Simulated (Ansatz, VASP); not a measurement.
**Ca in VASP and in Ansatz**

The input INCAR:

```
PREC = Accurate
ENCUT = 600
EDIFF = 1E-6
ISMEAR = -1
SIGMA = 0.05
LREAL = F
LASPH = T
NELM = 80
ALGO = Normal
ISIF = 3
LWAVE = F
LCHARG = F
GGA = PS
IBRION = 2
NSW = 60
EDIFFG = -0.005
```

Contents of KPOINTS:

```
regular mesh
0
Gamma
  13 13 13
```

The input POSCAR:

```
Ca
1.0
    0.0000000000      2.7279895927      2.7279895927
    2.7279895927      0.0000000000      2.7279895927
    2.7279895927      2.7279895927      0.0000000000
Ca
1
Direct
    0.0000000000      0.0000000000      0.0000000000
```

Input for Ansatz:

```yaml
crystal:
  lattice:
    - [0.0, 2.7279895927, 2.7279895927]
    - [2.7279895927, 0.0, 2.7279895927]
    - [2.7279895927, 2.7279895927, 0.0]
  atoms:
    - { symbol: Ca, position: [0.0, 0.0, 0.0] }
kpoints:
  mp_grid: { grid: [13, 13, 13] }
scf:
  occupations: { method: fermi_dirac, width: 0.05 }
hamiltonian:
  xc: pbesol
  pseudopotentials: { kind: paw }
output:
  forces: true
  stress: true
  write_density: true
  write_potential: true
  elf: true
  volumetric_format: npy
relax:
  f_tol: 0.005
  max_steps: 40
  cell: {}
```

Alike in both runs: task relaxation of cell and atoms; functional PBEsol; k mesh 13 × 13 × 13; occupations fermi-dirac, width 0.05 eV; no spin polarisation.

```csv
,VASP,Ansatz
version,VASP 6.6.1,Ansatz 0.2.0
potentials or method,"VASP PAW PBE potentials, release 64 (Ca_sv)","PAW with Ansatz's default frozen-core files, scalar-relativistic"
plane-wave cutoff (eV),600,420
valence electrons in the cell,10,10
```

```csv
,VASP,Ansatz,Ansatz less VASP
relaxed volume (Å³/atom),40.60,40.60,0.000
relaxed cell length with the largest relative difference (Å),3.858,3.858,0.0000
```

VASP's potentials were made for PBE, not for PBEsol.

Noted on VASP's run: the relaxation stopped at its first step, so nothing moved.
